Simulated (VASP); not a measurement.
Write the native input for VASP 6.6.1 that does the following.

```
Task                   : single point
Functional             : PBE
Potentials or basis    : VASP PAW PBE potentials, release 64 (Cd)
Cutoff                 : 500 eV
k mesh                 : 5 × 5 × 2
Occupations            : gaussian, width 0.1 eV
Spin                   : no spin polarisation
Dipole correction      : no
Further INCAR settings : ALGO = Normal; EDIFF = 1e-06; NBANDS = 19
```

The structure of Cd lies in POSCAR:

```
Cd
1.0
    2.9788725081      0.0000000000      0.0000000000
   -1.4894362540      2.5797792666      0.0000000000
    0.0000000000      0.0000000000      5.6176500000
Cd
2
Direct
    1.1313333333      1.0796666667      0.7400000000
    1.4646666667      0.7463333333      1.2400000000
```

One way to write it, as run:

INCAR

```
  PREC = Accurate
  ENCUT = 500
  EDIFF = 1E-6
  ISMEAR = 0
  SIGMA = 0.1
  LREAL = False
  LASPH = True
  NELM = 120
  ALGO = Normal
  ISIF = 2
  LWAVE = False
  LCHARG = False
  GGA = PE
  NBANDS = 19
  GGA_COMPAT = False
```

KPOINTS

```
regular mesh
0
Gamma
  5 5 2
```

Potentials or basis: VASP PAW PBE potentials, release 64 (Cd).

Command:

```bash
$ cat potpaw_PBE.64/Cd/POTCAR > POTCAR
$ mpirun -np 1 vasp_std > vasp.out
```

It gave:

```yaml
Pressure: 3.6 GPa
Band_gap_on_the_k_mesh: zero (bands 12 and 13 overlap by 2.99 eV)
```

Caveat: the k points lie up to 0.56 Å⁻¹ apart, too coarse for converged energies and pressures of a metal.

Wall time 12 s on 1 thread of Intel Xeon 8259CL, with other jobs on the host, peak memory 0.16 GiB.
